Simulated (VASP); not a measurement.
# GaP (F-43m) in VASP: relaxation of cell and atoms with LDA

Aim: the relaxation of cell and atoms of GaP with LDA.

All numbers are computed with VASP 6.6.1; they aren't measurements. Logs are shortened: lines on timing, memory, paths and dates and some standing lists are left out, and cuts for length are marked.

## Step 1: The cell of the first run

The structure is cubic, space group F-43m (No. 216). Conventional cell: a = 5.440 Å, b = 5.440 Å, c = 5.440 Å, α = 90.00°, β = 90.00°, γ = 90.00°. Ga (site symmetry -43m) has 4 P at 2.36 Å within 3.1 Å. Within 3.1 Å of P (site symmetry -43m) lie 4 Ga at 2.36 Å.

## Step 2: Relaxation of cell and atoms, LDA

The input, INCAR:

```
  PREC = Accurate
  ENCUT = 500
  EDIFF = 1E-7
  ISMEAR = -1
  SIGMA = 0.02
  LREAL = False
  LASPH = True
  NELM = 120
  ALGO = Normal
  ISIF = 3
  LWAVE = False
  LCHARG = False
  IBRION = 2
  NSW = 80
  EDIFFG = -0.03
  GGA_COMPAT = False
  NELMIN = 4
```

The input, KPOINTS:

```
regular mesh
0
Gamma
  6 6 6
```

The input, POSCAR:

```
GaP
1.0
    0.0000000000      2.7200000000      2.7200000000
    2.7200000000      0.0000000000      2.7200000000
    2.7200000000      2.7200000000      0.0000000000
Ga P
1 1
Direct
    0.0000000000      0.0000000000      0.0000000000
    0.2500000000      0.2500000000      0.2500000000
```

Potentials or basis: VASP PAW LDA potentials, release 64 (Ga_d, P).

Run with:

```
cat potpaw_LDA.64/Ga_d/POTCAR potpaw_LDA.64/P/POTCAR > POTCAR
mpirun -np 1 vasp_std > vasp.out
```

OUTCAR:

```text
PREC = Accurate
   ENCUT = 500
   EDIFF = 1E-7
   ISMEAR = -1
   LREAL = False
   LASPH = True
   NELM = 120
   ISIF = 3
   IBRION = 2
   NSW = 80
   EDIFFG = -0.03
   NELMIN = 4

 ion  position               nearest neighbor table
   1  0.000  0.000  0.000-   2 2.36   2 2.36   2 2.36   2 2.36
   2  0.250  0.250  0.250-   1 2.36   1 2.36   1 2.36   1 2.36

  LATTYP: Found a face centered cubic cell.
 ALAT       =     5.4400000000

  Lattice vectors:

 A1 = (   0.0000000000,   2.7200000000,   2.7200000000)
 A2 = (   2.7200000000,   0.0000000000,   2.7200000000)
 A3 = (   2.7200000000,   2.7200000000,   0.0000000000)

Analysis of symmetry for initial positions (statically):
=====================================================================
 Subroutine PRICEL returns:
 Original cell was already a primitive cell.

 Routine SETGRP: Setting up the symmetry group for a
 face centered cubic supercell.

 Subroutine GETGRP returns: Found 24 space group operations
 (whereof 24 operations were pure point group operations)
 out of a pool of 48 trial point group operations.

The static configuration has the point symmetry T_d .

Analysis of symmetry for dynamics (positions and initial velocities):
=====================================================================
 Subroutine PRICEL returns:
 Original cell was already a primitive cell.

 Routine SETGRP: Setting up the symmetry group for a
 face centered cubic supercell.

 Subroutine GETGRP returns: Found 24 space group operations
 (whereof 24 operations were pure point group operations)
 out of a pool of 48 trial point group operations.

The dynamic configuration has the point symmetry T_d .

 Subroutine INISYM returns: Found 24 space group operations
 (whereof 24 operations are pure point group operations),
 and found     1 'primitive' translations

----------------------------------------------------------------------------------------

                                     Primitive cell

  volume of cell :      40.2473

  direct lattice vectors                    reciprocal lattice vectors
     0.000000000  2.720000000  2.720000000    -0.183823529  0.183823529  0.183823529
     2.720000000  0.000000000  2.720000000     0.183823529 -0.183823529  0.183823529
     2.720000000  2.720000000  0.000000000     0.183823529  0.183823529 -0.183823529

  length of vectors
     3.846660890  3.846660890  3.846660890     0.318391693  0.318391693  0.318391693

  position of ions in fractional coordinates (direct lattice)
     0.000000000  0.000000000  0.000000000
     0.250000000  0.250000000  0.250000000

  ion indices of the primitive-cell ions
   primitive index   ion index
                 1           1
                 2           2

----------------------------------------------------------------------------------------

 KPOINTS: regular mesh

Automatic generation of k-mesh.
 Grid dimensions read from file:
 generate k-points for:    6    6    6

 Generating k-lattice:

  Cartesian coordinates                     Fractional coordinates (reciprocal lattice)
    -0.030637255  0.030637255  0.030637255     0.166666667  0.000000000  0.000000000
     0.030637255 -0.030637255  0.030637255     0.000000000  0.166666667  0.000000000
     0.030637255  0.030637255 -0.030637255     0.000000000  0.000000000  0.166666667

  Length of vectors
     0.053065282  0.053065282  0.053065282

  Shift w.r.t. Gamma in fractional coordinates (k-lattice)
     0.000000000  0.000000000  0.000000000

 Subroutine IBZKPT returns following result:
 ===========================================

 Found     16 irreducible k-points:

 Following reciprocal coordinates:
            Coordinates               Weight
  0.000000  0.000000  0.000000      1.000000
  0.166667  0.000000  0.000000      8.000000
  0.333333  0.000000  0.000000      8.000000
  0.500000  0.000000  0.000000      4.000000
  0.166667  0.166667  0.000000      6.000000
  0.333333  0.166667  0.000000     24.000000
[... 8 lines left out ...]
 -0.333333  0.333333  0.166667     24.000000
 -0.333333  0.500000  0.166667     12.000000
   k-points           NKPTS =     16   k-points in BZ     NKDIM =     16   number of bands    NBANDS=     13
   number of dos      NEDOS =    301   number of ions     NIONS =      2
   total plane-waves  NPLWV =  21952
   dimension x,y,z NGX =    28 NGY =   28 NGZ =   28
   dimension x,y,z NGXF=    56 NGYF=   56 NGZF=   56
   ions per type =               1   1
   NGX,Y,Z   is equivalent  to a cutoff of  12.10, 12.10, 12.10 a.u.
   NGXF,Y,Z  is equivalent  to a cutoff of  24.20, 24.20, 24.20 a.u.
 SYSTEM =  unknown system
   PREC   = accura    normal or accurate (medium, high low for compatibility)
   ISTART =      0    job   : 0-new  1-cont  2-samecut
   ICHARG =      2    charge: 1-file 2-atom 10-const
   ISPIN  =      1    spin polarized calculation?
   LNONCOLLINEAR =      F non collinear calculations
   LSORBIT =      F    spin-orbit coupling
   LASPH  =      T    aspherical Exc in radial PAW
   ENCUT  =  500.0 eV  36.75 Ry    6.06 a.u.   7.01  7.01  7.01*2*pi/ulx,y,z
   NELM   =    120;   NELMIN=  4; NELMDL= -5     # of ELM steps
   EDIFF  = 0.1E-06   stopping-criterion for ELM
   LREAL  =      F    real-space projection
   EDIFFG = -.3E-01   stopping-criterion for IOM
   NSW    =     80    number of steps for IOM
   IBRION =      2    ionic relax: 0-MD 1-quasi-New 2-CG
   NFREE  =      1    steps in history (QN), initial steepest desc. (CG)
   ISIF   =      3    stress and relaxation
   ISYM   =      2    0-nonsym 1-usesym 2-fastsym
   POTIM  = 0.5000    time-step for ionic-motion
   TEBEG  =    0.0;   TEEND  =   0.0 temperature during run
   PSTRESS=    0.0 pullay stress
   NELECT =      18.0000    total number of electrons
   NUPDOWN=      -1.0000    fix difference up-down
   EMIN   =  10.00;   EMAX   =-10.00  energy-range for DOS
   EFERMI =   0.00;   METHOD = LEGACY
   ISMEAR =    -1;   SIGMA  =   0.02  broadening in eV -4-tet -1-fermi 0-gaus
   EFERMI_NEDOS =   21; number of points for ismear=-14 and -15
   IALGO  =     38    algorithm
   IMIX   =      4    mixing-type and parameters
     AMIX     =   0.40;   BMIX     =  1.00
     AMIX_MAG =   1.60;   BMIX_MAG =  1.00
  volume/ion in A,a.u.               =      20.12       135.80
  Fermi-wavevector in a.u.,A,eV,Ry     =   1.251949  2.365841 21.325462  1.567377
  Thomas-Fermi vector in A             =   2.385873
   LORBIT       =      0    0 simple, 1 ext, 2 COOP (PROOUT), +10 PAW based schemes
   GGA     = CA    functional components
   LHFCALC =     F    Hartree Fock is set to
   AEXX    =    0.0000 exact exchange contribution
   IVDW    =     0    specifies the selected vdW correction
   LEPSILON=     F    determine dielectric tensor
   LRPA    =     F    only Hartree local field effects (RPA)
 conjugate gradient relaxation of ions
 non-spin polarized calculation
  energy-cutoff  :      500.00
  volume of cell :       40.25
 maximum number of plane-waves:      1034
   NGX = 13   NGY = 13   NGZ = 13

--------------------------------------- Ionic step        1  -------------------------------------------

 number of electron      18.0000015 magnetization

 Free energy of the ion-electron system (eV)
  ---------------------------------------------------
  ext. energy  EPLUGINS =         0.00000000
  ---------------------------------------------------
  free energy    TOTEN  =       -10.42827729 eV

  energy without entropy =      -10.42827729  energy(sigma->0) =      -10.42827729

------------------------ aborting loop because EDIFF is reached ----------------------------------------

  FORCE on cell =-STRESS in cart. coord.  units (eV):
  Direction    XX          YY          ZZ          XY          YZ          ZX
  --------------------------------------------------------------------------------------
  -------------------------------------------------------------------------------------
  Total       -0.5436619     -0.5436619     -0.5436619      0.0000000      0.0000000     -0.0000000
  in kB      -21.6422684    -21.6422684    -21.6422684      0.0000000      0.0000000     -0.0000000
  external PRESSURE =     -21.6422684 kB  Pullay stress =       0.0000000 kB

 VOLUME and BASIS-vectors are now :
 -----------------------------------------------------------------------------
  energy-cutoff  :      500.00
  volume of cell :       40.25
      direct lattice vectors                 reciprocal lattice vectors
     0.000000000  2.720000000  2.720000000    -0.183823529  0.183823529  0.183823529
     2.720000000  0.000000000  2.720000000     0.183823529 -0.183823529  0.183823529
     2.720000000  2.720000000  0.000000000     0.183823529  0.183823529 -0.183823529

 POSITION                                       TOTAL-FORCE (eV/Angst)
 -----------------------------------------------------------------------------------
      0.00000      0.00000      0.00000        -0.000000     -0.000000      0.000000
      1.36000      1.36000      1.36000         0.000000      0.000000     -0.000000
 -----------------------------------------------------------------------------------
    total drift:                                0.000000      0.000000      0.000000

  FREE ENERGIE OF THE ION-ELECTRON SYSTEM (eV)
  ---------------------------------------------------
  free  energy   TOTEN  =       -10.4282772862 eV
[... 17 lines left out ...]
 VOLUME and BASIS-vectors are now :
 -----------------------------------------------------------------------------
  energy-cutoff  :      500.00
  volume of cell :       38.68
      direct lattice vectors                 reciprocal lattice vectors
     0.000000000  2.684330337  2.684330337    -0.186266196  0.186266196  0.186266196
     2.684330337  0.000000000  2.684330337     0.186266196 -0.186266196  0.186266196
     2.684330337  2.684330337  0.000000000     0.186266196  0.186266196 -0.186266196

 POSITION                                       TOTAL-FORCE (eV/Angst)
 -----------------------------------------------------------------------------------
      2.68433      5.36866      2.68433        -0.000000     -0.000000     -0.000000
      1.34217      1.34217      1.34217         0.000000      0.000000      0.000000
 -----------------------------------------------------------------------------------
    total drift:                                0.000000      0.000000      0.000000

  FREE ENERGIE OF THE ION-ELECTRON SYSTEM (eV)
  ---------------------------------------------------
  free  energy   TOTEN  =       -10.4330326998 eV

  energy  without entropy=      -10.4330326997  energy(sigma->0) =      -10.43303270

--------------------------------------- Ionic step        3  -------------------------------------------

 number of electron      17.9999999 magnetization

 Free energy of the ion-electron system (eV)
  ---------------------------------------------------
  ext. energy  EPLUGINS =         0.00000000
  ---------------------------------------------------
  free energy    TOTEN  =       -10.43528513 eV

  energy without entropy =      -10.43528513  energy(sigma->0) =      -10.43528513

 E-fermi :   5.2706     XC(G=0): -10.3021

 val. band max:        4.8393544898   @ k =   0.0000   0.0000   0.0000
 cond. band min:       6.2662369551   @ k =   0.5000   0.5000   0.0000
 fundamental gap:      1.4268824653
 Fermi energy:         5.2706152434

 k-point     1 :       0.0000    0.0000    0.0000
  band No.  band energies     occupation
      1      -9.9312      2.00000
      2      -9.9312      2.00000
      3      -9.9312      2.00000
      4      -9.8236      2.00000
      5      -9.8236      2.00000
      6      -7.9110      2.00000
      7       4.8394      2.00000
      8       4.8394      2.00000
      9       4.8394      2.00000
     10       6.7338      0.00000
     11       8.6180      0.00000
     12       8.6180      0.00000
     13       8.6180      0.00000

 k-point     2 :       0.1667    0.0000    0.0000
  band No.  band energies     occupation
      1      -9.9553      2.00000
      2      -9.9227      2.00000
      3      -9.9227      2.00000
      4      -9.8235      2.00000
      5      -9.8235      2.00000
      6      -7.5401      2.00000
      7       2.3780      2.00000
      8       4.4435      2.00000
      9       4.4435      2.00000
     10       7.2362      0.00000
     11       9.1932      0.00000
     12       9.1932      0.00000
     13       9.8468      0.00000
[... 235 lines left out ...]
 VOLUME and BASIS-vectors are now :
 -----------------------------------------------------------------------------
  energy-cutoff  :      500.00
  volume of cell :       39.24
      direct lattice vectors                 reciprocal lattice vectors
     0.000000000  2.697037721  2.697037721    -0.185388582  0.185388582  0.185388582
     2.697037721  0.000000000  2.697037721     0.185388582 -0.185388582  0.185388582
     2.697037721  2.697037721  0.000000000     0.185388582  0.185388582 -0.185388582

 POSITION                                       TOTAL-FORCE (eV/Angst)
 -----------------------------------------------------------------------------------
      0.00000      0.00000      0.00000        -0.000000     -0.000000     -0.000000
      1.34852      1.34852      1.34852         0.000000      0.000000      0.000000
 -----------------------------------------------------------------------------------
    total drift:                                0.000000      0.000000      0.000000

  FREE ENERGIE OF THE ION-ELECTRON SYSTEM (eV)
  ---------------------------------------------------
  free  energy   TOTEN  =       -10.4352851278 eV

  energy  without entropy=      -10.4352851278  energy(sigma->0) =      -10.43528513

 reached required accuracy - stopping structural energy minimisation
```

It took 10 s on 1 thread of Intel Xeon 6975P-C (Granite Rapids), shared host; peak memory 0.14 GiB.

Results:

```
Free energy                           : -10.4353 eV
Relaxed volume                        : 19.62 Å³/atom
Relaxed cell                          : a = 3.814 Å, b = 3.814 Å, c = 3.814 Å, α = 60.00°, β = 60.00°, γ = 60.00°
Space group after relaxing (to 0.1 Å) : F-43m (No. 216)
Energy gained by relaxing             : 3.5 meV/atom
Ionic steps                           : 3
Pressure after relaxing               : 0.0 GPa
Band gap on the k mesh                : 1.43 eV (least direct gap 1.89 eV)
```

The path:
```tsv
step	energy change (eV)	largest force (eV/Å)	pressure (GPa)	volume (Å³)
1	0.0000	0.0000	-2.16	40.25
2	-0.0048	0.0000	1.31	38.68
3	-0.0070	0.0000	0.00	39.24
```

Final structure:
```yaml
crystal:
  lattice:
    - [0.00000, 2.69704, 2.69704]
    - [2.69704, 0.00000, 2.69704]
    - [2.69704, 2.69704, 0.00000]
  atoms:
    - { symbol: Ga, position: [0.00000, 0.00000, 0.00000] }
    - { symbol: P, position: [0.25000, 0.25000, 0.25000] }
```

Levels at points of the mesh, in eV from the valence-band top:
| k point | band 5 | band 6 | band 7 | band 8 | band 9 | band 10 | band 11 | band 12 | band 13 |
| --- | --- | --- | --- | --- | --- | --- | --- | --- | --- |
| (0.00, 0.00, 0.00) | -14.66 | -12.75 | 0.00 | 0.00 | 0.00 | 1.89 | 3.78 | 3.78 | 3.78 |
| (0.50, 0.00, 0.00) | -14.65 | -10.56 | -6.89 | -1.18 | -1.18 | 1.61 | 4.62 | 4.62 | 8.10 |
| (0.50, 0.50, 0.00) | -14.64 | -9.60 | -6.99 | -2.82 | -2.82 | 1.43 | 1.65 | 10.69 | 10.69 |
